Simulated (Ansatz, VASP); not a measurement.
# One calculation of LiTa4O, two programs

```
Li Ta O
1.0
     6.87505    0.00000    0.00000
     0.00000    6.87505    0.00000
     0.00000    0.00000    2.68164
Li Ta O
1 4 1
Direct
  0.50000 0.50000 0.50000
  0.70315 0.00000 0.50000
  0.29685 0.00000 0.50000
  0.00000 0.70315 0.50000
  0.00000 0.29685 0.50000
  0.00000 0.00000 0.50000
```

Alike in both runs: task single point; functional PBE; k mesh 4 × 4 × 6; occupations gaussian, width 0.1 eV; collinear spin.

|  | VASP | Ansatz |
| --- | --- | --- |
| version | VASP 6.6.1 | Ansatz 0.2.0 |
| potentials or method | VASP PAW PBE potentials, release 64 (Li_sv, Ta_pv, O), cutoff 520 eV | scalar-relativistic, plane waves, PAW |
| valence electrons in the cell | 53 | 61 |

Ansatz gave:

* gap on the k mesh at the Fermi level (eV): none
* rms of the force components (eV/Å): 0.001
* net moment per atom (μB): 0.00

Question: What did VASP give for the same quantities?

Answer: gap on the k mesh at the Fermi level (eV): none; rms of the force components (eV/Å): 0.020; net moment per atom (μB): 0.00.

Atom by atom the forces differ by 0.019 eV/Å (rms over components). A gap of «none» marks a metal or a gap that the smearing closes. With one functional, cell and mesh, what is left measures potentials, basis and numerics. VASP's potentials hold 53 valence electrons a cell and Ansatz's 61, so a difference there can come from the potentials and not from the codes. Ansatz's warnings: seeded moment not kept.

The k mesh is coarse, so the values compare programs but aren't converged. Spin-orbit coupling is off throughout. Noted on VASP's run: the cutoff is under 1.25 times that of the potentials, so the pressure is a little rough.
